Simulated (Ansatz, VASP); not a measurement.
# Al3GaN4 in VASP and in Ansatz

```xyz
8
Lattice="5.0381 0.0000 0.0000 0.0000 3.1249 0.0000 -0.0033 0.0000 5.4915" Properties=species:S:1:pos:R:3 pbc="T T T"
Al    2.5222    1.5625    0.9164
Al    0.0034    1.5625    4.5866
Al    0.0067    0.0000    1.8235
Ga    2.5184    0.0000    3.6559
N     0.5533    0.0000    3.6518
N     0.6140    1.5625    0.9107
N     3.1447    1.5625    4.6241
N     3.1368    0.0000    1.7970
```

Change from the starting cell: strain along c alone, the other axes held, atoms relaxed: +1.5 %.

Alike in both runs: functional r2SCAN; k mesh 6 × 8 × 4; occupations gaussian, width 0.02 eV; no spin polarisation.

Ansatz relaxed the structure, and its values are those at the end. VASP's run is a single point on that final structure, the one shown.

|  | VASP | Ansatz |
| --- | --- | --- |
| version | VASP 6.6.1 | Ansatz 0.2.0 |
| potentials or method | VASP PAW PBE potentials, release 64 (Al, Ga_d, N), cutoff 520 eV | scalar-relativistic, plane waves, PAW |
| valence electrons in the cell | 42 | 42 |

|  | VASP | Ansatz | Ansatz less VASP |
| --- | --- | --- | --- |
| gap on the k mesh at the Fermi level (eV) | 4.01 | 3.99 | -0.017 |
| least direct gap on the mesh (eV) | 4.01 | 3.99 | -0.017 |
| pressure (GPa) | -3.0 | -3.1 | -0.01 |
| rms of the force components (eV/Å) | 0.028 | 0.000 | -0.0276 |

VASP's potentials were made for PBE, not for r2SCAN. Ansatz's warnings: stress scf threshold loose.
